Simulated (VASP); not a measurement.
A run of VASP 6.6.1:

The input INCAR:

```
SYSTEM = Os
ALGO = Fast
EDIFF = 1E-6
ENCUT = 520
GGA = PS
ISIF = 2
ISMEAR = 0
LASPH = .True.
LCHARG = .True.
LELF = .True.
LREAL = .False.
LVHAR = .True.
LWAVE = .False.
NBANDS = 10
NELM = 100
PREC = Accurate
SIGMA = 0.15
```

Contents of KPOINTS:

```
k-points
0
Gamma
  24 24 24
  0 0 0
```

Contents of POSCAR:

```
Os
1.0
   -0.2053272688      1.8479454196      1.8479454196
    1.8479454196     -0.2053272688      1.8479454196
    1.8479454196      1.8479454196     -0.2053272688
Os
1
Direct
    0.0000000000      0.0000000000      0.0000000000
```

Potentials or basis: VASP PAW PBE potentials, release 64 (Os).

Launch:

```console
$ cat potpaw_PBE.64/Os/POTCAR > POTCAR
$ mpirun -np 1 vasp_std > vasp.out
```

Hardware: 1 thread of Intel(R) Xeon(R) 6975P-C (Granite Rapids) (shared host).

Question: How long does it take, and how much memory?

Answer: It took 61 s on 1 thread of Intel(R) Xeon(R) 6975P-C (Granite Rapids), with other jobs on the host, peak memory 0.31 GiB. Counts: scf iterations 13, k points 1313.
